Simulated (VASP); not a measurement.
A run of VASP 6.6.1 is set up as follows.

The input POSCAR:

```
TiC
1.0
    0.0000000000      2.1640000000      2.1640000000
    2.1640000000      0.0000000000      2.1640000000
    2.1640000000      2.1640000000      0.0000000000
Ti C
1 1
Direct
    0.0000000000      0.0000000000      0.0000000000
    0.5057763401      0.4942236599      0.5057763401
```

INCAR.step1

```
PREC     = Accurate       # precision mode
ENCUT    = 520            # plane-wave cutoff, eV
ISMEAR   = 0              # smearing method
SIGMA    = 0.15           # smearing width, eV
LREAL    = False          # projectors in reciprocal space
LASPH    = True           # aspherical terms in the spheres
NELM     = 60             # most SCF steps
NBANDS   = 15             # bands
GGA      = PE             # functional
ALGO     = Normal         # electronic algorithm
EDIFF    = 1E-4           # SCF threshold, eV
LWAVE    = True           # write WAVECAR
LCHARG   = False          # write CHGCAR
```

Contents of INCAR.step2:

```
PREC     = Accurate       # precision mode
ENCUT    = 520            # plane-wave cutoff, eV
EDIFF    = 1E-6           # SCF threshold, eV
ISMEAR   = 0              # smearing method
SIGMA    = 0.15           # smearing width, eV
LREAL    = False          # projectors in reciprocal space
LASPH    = True           # aspherical terms in the spheres
NELM     = 60             # most SCF steps
ALGO     = Normal         # electronic algorithm
ISIF     = 2              # what is computed and relaxed
LWAVE    = False          # write WAVECAR
LCHARG   = True           # write CHGCAR
METAGGA  = R2SCAN         # meta-GGA
LMIXTAU  = True         
LELF     = True           # ELF
LVHAR    = True         
NBANDS   = 15             # bands
ISTART   = 1
```

The input KPOINTS:

```
regular mesh
0
Gamma
  18 18 18
```

Potentials or basis: VASP PAW PBE potentials, release 64 (Ti_sv, C).

Run with:

```sh
$ cat potpaw_PBE.64/Ti_sv/POTCAR potpaw_PBE.64/C/POTCAR > POTCAR
$ cp INCAR.step1 INCAR
$ mpirun -np 1 vasp_std > vasp.out
$ cp INCAR.step2 INCAR
$ mpirun -np 1 vasp_std > vasp.out
```

(1) Estimate the band gap on the k mesh.

(2) Estimate the largest force.

Results:

(1) zero (bands 8 and 9 overlap by 1.34 eV).

(2) 0.234 eV/Å.

Caveat: the cell differs from its parent crystal (all C atoms moved +0.025 Å, as atom 2 along Cartesian [0 1 0]); the PAW data sets were made with another functional, which shifts forces and pressure a little.
